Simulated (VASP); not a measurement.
# BPt (P6_3/mmc) in VASP: single point with PBE

Aim: the single point of BPt with PBE.

Everything below comes from runs of VASP 6.6.1. Logs are shortened: lines on timing, memory, paths and dates and some standing lists are left out, and cuts for length are marked.

### Step 1. The cell of the first run

The structure is hexagonal, space group P6_3/mmc (No. 194). Conventional cell: a = 3.229 Å, b = 3.229 Å, c = 5.261 Å, α = 90.00°, β = 90.00°, γ = 120.00°. B (site symmetry -6m2) has 6 Pt at 2.28 Å within 3.0 Å. Within 3.0 Å of Pt (site symmetry -3m) lie 6 B at 2.28 Å and 2 Pt at 2.63 Å.

### Step 2. Single point, PBE

File INCAR:

```
PREC     = Accurate       # precision mode
ENCUT    = 570            # plane-wave cutoff, eV
EDIFF    = 1E-6           # SCF threshold, eV
ISMEAR   = 0              # smearing method
SIGMA    = 0.1            # smearing width, eV
LREAL    = False          # projectors in reciprocal space
LASPH    = True           # aspherical terms in the spheres
NELM     = 120            # most SCF steps
ALGO     = Normal         # electronic algorithm
ISIF     = 2              # what is computed and relaxed
LWAVE    = False          # write WAVECAR
LCHARG   = False          # write CHGCAR
GGA      = PE             # functional
NBANDS   = 29             # bands
GGA_COMPAT= False
```

File KPOINTS:

```
Automatic mesh
0
Gamma
  6 6 4
```

File POSCAR:

```
BPt
1.0
    3.2294278100      0.0000000000      0.0000000000
   -1.6147139100      2.7967665200      0.0000000000
    0.0000000000      0.0000000000      5.2612729100
B Pt
2 2
Direct
    0.6666666700      0.3333333300      0.7500000000
    0.3333333300      0.6666666700      0.2500000000
    0.0000000000      0.0000000000      0.0000000000
    0.0000000000      0.0000000000      0.5000000000
```

Potentials or basis: VASP PAW PBE potentials, release 64 (B, Pt_sv_GW).

Run with:

```console
cat potpaw_PBE.64/B/POTCAR potpaw_PBE.64/Pt_sv_GW/POTCAR > POTCAR
mpirun -np 1 vasp_std > vasp.out
```

OUTCAR:

```text
PREC = Accurate
   ENCUT = 570
   EDIFF = 1E-6
   ISMEAR = 0
   LREAL = False
   LASPH = True
   NELM = 120
   ISIF = 2
   GGA = PE

 ion  position               nearest neighbor table
   1  0.667  0.333  0.750-   3 2.28   4 2.28   3 2.28   4 2.28   3 2.28   4 2.28
   2  0.333  0.667  0.250-   3 2.28   4 2.28   3 2.28   4 2.28   3 2.28   4 2.28
   3  0.000  0.000  0.000-   1 2.28   2 2.28   2 2.28   1 2.28   1 2.28   2 2.28   4 2.63   4 2.63

   4  0.000  0.000  0.500-   1 2.28   2 2.28   2 2.28   1 2.28   1 2.28   2 2.28   3 2.63   3 2.63

  LATTYP: Found a hexagonal cell.
 ALAT       =     3.2294278100
 C/A-ratio  =     1.6291656663

  Lattice vectors:

 A1 = (   3.2294278100,   0.0000000000,   0.0000000000)
 A2 = (  -1.6147139100,   2.7967665200,   0.0000000000)
 A3 = (   0.0000000000,   0.0000000000,   5.2612729100)

Analysis of symmetry for initial positions (statically):
=====================================================================
 Subroutine PRICEL returns:
 Original cell was already a primitive cell.

 Routine SETGRP: Setting up the symmetry group for a
 hexagonal supercell.

 Subroutine GETGRP returns: Found 24 space group operations
 (whereof 12 operations were pure point group operations)
 out of a pool of 24 trial point group operations.

The static configuration has the point symmetry D_3d.
 The point group associated with its full space group is D_6h.

Analysis of symmetry for dynamics (positions and initial velocities):
=====================================================================
 Subroutine PRICEL returns:
 Original cell was already a primitive cell.

 Routine SETGRP: Setting up the symmetry group for a
 hexagonal supercell.

 Subroutine GETGRP returns: Found 24 space group operations
 (whereof 12 operations were pure point group operations)
 out of a pool of 24 trial point group operations.

The dynamic configuration has the point symmetry D_3d.
 The point group associated with its full space group is D_6h.

 Subroutine INISYM returns: Found 24 space group operations
 (whereof 12 operations are pure point group operations),
 and found     1 'primitive' translations

----------------------------------------------------------------------------------------

                                     Primitive cell

  volume of cell :      47.5196

  direct lattice vectors                    reciprocal lattice vectors
     3.229427810  0.000000000  0.000000000     0.309652378  0.178777884  0.000000000
    -1.614713910  2.796766520  0.000000000     0.000000000  0.357555768  0.000000000
     0.000000000  0.000000000  5.261272910     0.000000000  0.000000000  0.190068072

  length of vectors
     3.229427810  3.229427810  5.261272910     0.357555768  0.357555768  0.190068072

  position of ions in fractional coordinates (direct lattice)
     0.666666670  0.333333330  0.750000000
     0.333333330  0.666666670  0.250000000
     0.000000000  0.000000000  0.000000000
     0.000000000  0.000000000  0.500000000

  ion indices of the primitive-cell ions
   primitive index   ion index
                 1           1
                 2           2
                 3           3
                 4           4

----------------------------------------------------------------------------------------

 KPOINTS: Automatic mesh

Automatic generation of k-mesh.
 Grid dimensions read from file:
 generate k-points for:    6    6    4

 Generating k-lattice:

  Cartesian coordinates                     Fractional coordinates (reciprocal lattice)
     0.051608730  0.029796314  0.000000000     0.166666667  0.000000000  0.000000000
     0.000000000  0.059592628  0.000000000     0.000000000  0.166666667  0.000000000
     0.000000000  0.000000000  0.047517018     0.000000000  0.000000000  0.250000000

  Length of vectors
     0.059592628  0.059592628  0.047517018

  Shift w.r.t. Gamma in fractional coordinates (k-lattice)
     0.000000000  0.000000000  0.000000000

 Subroutine IBZKPT returns following result:
 ===========================================

 Found     21 irreducible k-points:

 Following reciprocal coordinates:
            Coordinates               Weight
  0.000000  0.000000  0.000000      1.000000
  0.166667  0.000000  0.000000      6.000000
  0.333333  0.000000  0.000000      6.000000
  0.500000  0.000000  0.000000      3.000000
  0.166667  0.166667  0.000000      6.000000
  0.333333  0.166667  0.000000     12.000000
[... 13 lines left out ...]
  0.333333  0.166667  0.500000     12.000000
  0.333333  0.333333  0.500000      2.000000
   k-points           NKPTS =     21   k-points in BZ     NKDIM =     21   number of bands    NBANDS=     29
   number of dos      NEDOS =    301   number of ions     NIONS =      4
   total plane-waves  NPLWV =  32928
   dimension x,y,z NGX =    28 NGY =   28 NGZ =   42
   dimension x,y,z NGXF=    56 NGYF=   56 NGZF=   84
   ions per type =               2   2
   NGX,Y,Z   is equivalent  to a cutoff of  14.41, 14.41, 13.27 a.u.
   NGXF,Y,Z  is equivalent  to a cutoff of  28.83, 28.83, 26.54 a.u.
 SYSTEM =  unknown system
   PREC   = accura    normal or accurate (medium, high low for compatibility)
   ISTART =      0    job   : 0-new  1-cont  2-samecut
   ICHARG =      2    charge: 1-file 2-atom 10-const
   ISPIN  =      1    spin polarized calculation?
   LNONCOLLINEAR =      F non collinear calculations
   LSORBIT =      F    spin-orbit coupling
   LASPH  =      T    aspherical Exc in radial PAW
   ENCUT  =  570.0 eV  41.89 Ry    6.47 a.u.   6.29  6.29 10.24*2*pi/ulx,y,z
   NELM   =    120;   NELMIN=  2; NELMDL= -5     # of ELM steps
   EDIFF  = 0.1E-05   stopping-criterion for ELM
   LREAL  =      F    real-space projection
   EDIFFG = 0.1E-04   stopping-criterion for IOM
   NSW    =      0    number of steps for IOM
   IBRION =     -1    ionic relax: 0-MD 1-quasi-New 2-CG
   NFREE  =      0    steps in history (QN), initial steepest desc. (CG)
   ISIF   =      2    stress and relaxation
   ISYM   =      2    0-nonsym 1-usesym 2-fastsym
   POTIM  = 0.5000    time-step for ionic-motion
   TEBEG  =    0.0;   TEEND  =   0.0 temperature during run
   PSTRESS=    0.0 pullay stress
   NELECT =      42.0000    total number of electrons
   NUPDOWN=      -1.0000    fix difference up-down
   EMIN   =  10.00;   EMAX   =-10.00  energy-range for DOS
   EFERMI =   0.00;   METHOD = LEGACY
   ISMEAR =     0;   SIGMA  =   0.10  broadening in eV -4-tet -1-fermi 0-gaus
   EFERMI_NEDOS =   21; number of points for ismear=-14 and -15
   IALGO  =     38    algorithm
   IMIX   =      4    mixing-type and parameters
     AMIX     =   0.40;   BMIX     =  1.00
     AMIX_MAG =   1.60;   BMIX_MAG =  1.00
  volume/ion in A,a.u.               =      11.88        80.17
  Fermi-wavevector in a.u.,A,eV,Ry     =   1.571088  2.968925 33.583479  2.468316
  Thomas-Fermi vector in A             =   2.672724
   LORBIT       =      0    0 simple, 1 ext, 2 COOP (PROOUT), +10 PAW based schemes
   GGA     = PE    functional components
   LHFCALC =     F    Hartree Fock is set to
   AEXX    =    0.0000 exact exchange contribution
   IVDW    =     0    specifies the selected vdW correction
   LEPSILON=     F    determine dielectric tensor
   LRPA    =     F    only Hartree local field effects (RPA)
 non-spin polarized calculation
 Gauss-broadening in eV      SIGMA  =   0.10
  energy-cutoff  :      570.00
  volume of cell :       47.52
 maximum number of plane-waves:      1496
 NGX is ok and might be reduce to    28
   NGX = 13   NGY = 13   NGZ = 21

 number of electron      41.9999998 magnetization

 Free energy of the ion-electron system (eV)
  ---------------------------------------------------
  ext. energy  EPLUGINS =         0.00000000
  ---------------------------------------------------
  free energy    TOTEN  =       -25.33397761 eV

  energy without entropy =      -25.32370915  energy(sigma->0) =      -25.32884338

 E-fermi :   9.2296     XC(G=0): -12.9681

 val. band max:        9.1004029862   @ k =   0.3333   0.0000   0.2500
 cond. band min:       9.2481904393   @ k =   0.3333   0.1667   0.2500
 fundamental gap:      0.1477874531
 Fermi energy:         9.2296209827

 k-point     1 :       0.0000    0.0000    0.0000
  band No.  band energies     occupation
      1     -90.4060      2.00000
      2     -90.3817      2.00000
      3     -44.9744      2.00000
      4     -44.5301      2.00000
      5     -44.4237      2.00000
      6     -44.4237      2.00000
[... 21 lines left out ...]
     28      20.0680      0.00000
     29      20.1948      0.00000

 k-point     2 :       0.1667    0.0000    0.0000
  band No.  band energies     occupation
      1     -90.4047      2.00000
      2     -90.3817      2.00000
      3     -44.9727      2.00000
      4     -44.5285      2.00000
      5     -44.4393      2.00000
      6     -44.4276      2.00000
[... 21 lines left out ...]
     28      20.0198      0.00000
     29      20.9219      0.00000

 k-point     3 :       0.3333    0.0000    0.0000
  band No.  band energies     occupation
      1     -90.4044      2.00000
      2     -90.3803      2.00000
      3     -44.9680      2.00000
      4     -44.5257      2.00000
      5     -44.4733      2.00000
      6     -44.4362      2.00000
[... 21 lines left out ...]
     28      18.2922      0.00000
     29      20.0059      0.00000

 k-point     4 :       0.5000    0.0000    0.0000
  band No.  band energies     occupation
      1     -90.4037      2.00000
      2     -90.3798      2.00000
      3     -44.9658      2.00000
      4     -44.5240      2.00000
      5     -44.4894      2.00000
      6     -44.4413      2.00000
[... 21 lines left out ...]
     28      18.5484      0.00000
     29      19.7169      0.00000

 k-point     5 :       0.1667    0.1667    0.0000
  band No.  band energies     occupation
      1     -90.4044      2.00000
      2     -90.3808      2.00000
      3     -44.9693      2.00000
      4     -44.5264      2.00000
      5     -44.4619      2.00000
      6     -44.4369      2.00000
[... 21 lines left out ...]
     28      19.9751      0.00000
     29      20.0804      0.00000
[... 414 lines left out ...]
     28      16.0748      0.00000
     29      21.9730      0.00000

 k-point    19 :       0.1667    0.1667    0.5000
  band No.  band energies     occupation
      1     -90.3928      2.00000
      2     -90.3928      2.00000
      3     -44.7506      2.00000
      4     -44.7506      2.00000
      5     -44.4386      2.00000
      6     -44.4386      2.00000
[... 21 lines left out ...]
     28      19.0750      0.00000
     29      20.7547      0.00000

 k-point    20 :       0.3333    0.1667    0.5000
  band No.  band energies     occupation
      1     -90.3919      2.00000
      2     -90.3919      2.00000
      3     -44.7475      2.00000
      4     -44.7475      2.00000
      5     -44.4575      2.00000
      6     -44.4575      2.00000
[... 21 lines left out ...]
     28      17.6396      0.00000
     29      21.0120      0.00000

 k-point    21 :       0.3333    0.3333    0.5000
  band No.  band energies     occupation
      1     -90.3912      2.00000
      2     -90.3912      2.00000
      3     -44.7462      2.00000
      4     -44.7462      2.00000
      5     -44.4467      2.00000
      6     -44.4467      2.00000
[... 21 lines left out ...]
     28      18.5539      0.00000
     29      19.6135      0.00000

------------------------ aborting loop because EDIFF is reached ----------------------------------------

  FORCE on cell =-STRESS in cart. coord.  units (eV):
  Direction    XX          YY          ZZ          XY          YZ          ZX
  --------------------------------------------------------------------------------------
  -------------------------------------------------------------------------------------
  Total       -0.4084020     -0.4084020     -1.1129992      0.0000000      0.0000000     -0.0000000
  in kB      -13.7697436    -13.7697435    -37.5260465      0.0000000      0.0000000     -0.0000000
  external PRESSURE =     -21.6885112 kB  Pullay stress =       0.0000000 kB

 VOLUME and BASIS-vectors are now :
 -----------------------------------------------------------------------------
  energy-cutoff  :      570.00
  volume of cell :       47.52
      direct lattice vectors                 reciprocal lattice vectors
     3.229427810  0.000000000  0.000000000     0.309652378  0.178777884  0.000000000
    -1.614713910  2.796766520  0.000000000     0.000000000  0.357555768  0.000000000
     0.000000000  0.000000000  5.261272910     0.000000000  0.000000000  0.190068072

 POSITION                                       TOTAL-FORCE (eV/Angst)
 -----------------------------------------------------------------------------------
      1.61471      0.93226      3.94595        -0.000000      0.000000      0.000000
     -0.00000      1.86451      1.31532         0.000000     -0.000000      0.000000
      0.00000      0.00000      0.00000         0.000000     -0.000000      0.000000
      0.00000      0.00000      2.63064         0.000000     -0.000000      0.000000
 -----------------------------------------------------------------------------------
    total drift:                               -0.000013      0.000008      0.000000

  FREE ENERGIE OF THE ION-ELECTRON SYSTEM (eV)
  ---------------------------------------------------
  free  energy   TOTEN  =       -25.3339776058 eV

  energy  without entropy=      -25.3237091547  energy(sigma->0) =      -25.32884338
```

Wall time 21 s (1 thread of Intel Xeon 6975P-C (Granite Rapids), shared host); peak memory 0.19 GiB.

What came out:

```yaml
Free_energy: -25.3340 eV
Pressure: -2.2 GPa
Band_gap_on_the_k_mesh: zero (bands 21 and 22 overlap by 2.93 eV)
```

Caveat: the k points lie up to 0.37 Å⁻¹ apart, too coarse for converged energies and pressures of a metal; spin-orbit coupling is left out, which moves the levels of the heavy elements.

The gap in the log of VASP goes by the Fermi energy; the results here count the filled bands.